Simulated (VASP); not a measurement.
Set up this calculation in VASP 6.6.1, as the native input.

| Item | Value |
| --- | --- |
| Task | single point |
| Functional | PBE |
| Potentials or basis | VASP PAW PBE potentials, release 64 (Ta_pv, N) |
| Cutoff | 520 eV |
| k mesh | 14 × 14 × 14 |
| Occupations | fermi-dirac, width 0.05 eV |
| Spin | no spin polarisation |
| Dipole correction | no |
| Further INCAR settings | ALGO = Normal; EDIFF = 1e-06; NBANDS = 15 |

The structure of TaN (CsCl type) lies in POSCAR:

```
TaN
1.0
    2.5312675162      0.0000000000      0.0000000000
    0.0000000000      2.5312675162      0.0000000000
    0.0000000000      0.0000000000      2.5312675162
Ta N
1 1
Direct
    0.0000000000      0.0000000000      0.0000000000
    0.5000000000      0.5000000000      0.5000000000
```

This cell differs from its parent crystal: volume scaled by 0.78.

The input as run:

INCAR

```
PREC = Accurate ; ENCUT = 520
EDIFF = 1E-6 ; ISMEAR = -1
SIGMA = 0.05 ; LREAL = F
LASPH = T ; NELM = 80
ALGO = Normal ; ISIF = 2
LWAVE = F ; LCHARG = F
GGA = PE ; NBANDS = 15
```

KPOINTS

```
Automatic mesh
0
Gamma
  14 14 14
```

Potentials or basis: VASP PAW PBE potentials, release 64 (Ta_pv, N).

The run is started by

```bash
$ cat potpaw_PBE.64/Ta_pv/POTCAR potpaw_PBE.64/N/POTCAR > POTCAR
$ mpirun -np 1 vasp_std > vasp.out
```

Results of the run:

| Property | Result |
| --- | --- |
| Pressure | 137.0 GPa |
| Band gap on the k mesh | zero (band 8 reaches 20.77 eV, above the bottom of band 9 at 9.21 eV) |

Caveat: spin-orbit coupling is left out, which moves the levels of the heavy elements.

Run time: 14 s on 1 thread of Intel(R) Xeon(R) Platinum 8559C (Emerald Rapids), on a shared host, peak memory 0.15 GiB.
